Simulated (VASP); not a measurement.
Runs of VASP 6.6.1 on Se. The structure is that of space group P4/mmm (No. 123), or close to it. The cells are those of the table. The cell was built from a structure type or drawn by symmetry, and may not be a known phase.

| task | cell | k mesh | cutoff (eV) | gap on the mesh (eV) | pressure (GPa) | relaxed volume (Å³/atom) |
| --- | --- | --- | --- | --- | --- | --- |
| relaxation of cell and atoms | relaxed from a = 3.534, b = 3.534, c = 2.565 Å, 1 atom | 6 × 6 × 6 | 600 | none | 0.1 | 23.95 |
| single point | a = 3.534, b = 3.534, c = 2.565 Å, 1 atom | 6 × 6 × 6 | 520 | none | -5.9 | - |
| relaxation of cell and atoms | relaxed from a = 3.094, b = 3.094, c = 2.501 Å, 1 atom | 18 × 18 × 22 | 600 | none | 0.0 | (a) |
| single point | a = 3.094, b = 3.094, c = 2.501 Å, 1 atom | 6 × 6 × 6 | 520 | none | 0.1 | - |

Alike in all rows: level PBE; potentials or basis VASP PAW PBE potentials, release 64 (Se); no spin polarisation; smearing gaussian 0.1 eV.

Estimate the missing entries.

(a) 22.68.

Caveats: some runs use coarse meshes; the volume moved by over 15 % at a fixed basis, so the end points are rough (at least some runs).

A k mesh can miss the band edges, and the runs leave out spin-orbit coupling on Se.

A gap of «none» marks levels without a gap at the run's occupations.
